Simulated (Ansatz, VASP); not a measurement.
MgS: VASP beside Ansatz

The input INCAR:

```
SYSTEM = MgS
ALGO     = Normal         ! electronic algorithm
EDIFF    = 1E-6           ! SCF threshold, eV
ENCUT    = 520            ! plane-wave cutoff, eV
GGA      = PE             ! functional
ISIF     = 2              ! what is computed and relaxed
ISMEAR   = -1             ! smearing method
LASPH    = .True.         ! aspherical terms in the spheres
LCHARG   = .True.         ! write CHGCAR
LELF     = .True.         ! ELF
LREAL    = .False.        ! projectors in reciprocal space
LVHAR    = .True.       
LWAVE    = .False.        ! write WAVECAR
NBANDS   = 11             ! bands
NELM     = 80             ! most SCF steps
PREC     = Accurate       ! precision mode
SIGMA    = 0.02           ! smearing width, eV
```

The input KPOINTS:

```
k-points
0
Gamma
  8 8 8
  0 0 0
```

File POSCAR:

```
MgS
1.0
    0.0000000000      2.6015177400      2.6738399332
    2.6015177400      0.0000000000      2.6738399332
    2.6015177400      2.6015177400      0.0000000000
Mg S
1 1
Direct
    0.0000000000      0.0000000000      0.0000000000
    0.5000000000      0.5000000000      0.5000000000
```

Input for Ansatz:

```yaml
crystal:
  lattice:
    - [0.0, 2.60151774, 2.6738399332]
    - [2.60151774, 0.0, 2.6738399332]
    - [2.60151774, 2.60151774, 0.0]
  atoms:
    - { symbol: Mg, position: [0.0, 0.0, 0.0] }
    - { symbol: S, position: [0.5, 0.5, 0.5] }
kpoints:
  mp_grid: { grid: [8, 8, 8] }
  band_path:
    path:
      - [0.0, 0.0, 0.0]
      - [0.5, 0.0, 0.5]
      - [0.625, 0.25, 0.625]
      - [0.375, 0.375, 0.75]
      - [0.5, 0.5, 0.5]
      - [0.5, 0.25, 0.75]
      - [0.0, 0.5, 0.5]
    npoints: 1
hamiltonian:
  xc: pbe
scf:
  occupations: { method: fermi_dirac, width: 0.02 }
  n_extra_bands: 4
output:
  forces: true
  stress: true
  eigenvalues: true
```

Change from the starting cell: uniaxial_z strain +2.8%.

Alike in both runs: task single point; functional PBE; k mesh 8 × 8 × 8; occupations fermi-dirac, width 0.02 eV; no spin polarisation.

|  | VASP | Ansatz |
| --- | --- | --- |
| version | VASP 6.6.1 | Ansatz 0.2.0 |
| potentials or method | VASP PAW PBE potentials, release 64 (Mg, S) | plane waves, PAW |
| plane-wave cutoff (eV) | 520 | 420 |
| valence electrons in the cell | 8 | 16 |

```csv
,VASP,Ansatz,Ansatz less VASP
gap on the k mesh at the Fermi level (eV),2.60,2.62,+0.016
pressure (GPa),-1.0,-0.8,+0.29
"traceless stress, the component that is largest in VASP (GPa)",-1.58,-1.59,-0.012
```

With one functional, cell and mesh, what is left measures potentials, basis and numerics. VASP's potentials hold 8 valence electrons a cell and Ansatz's 16, so a difference there can come from the potentials and not from the codes.
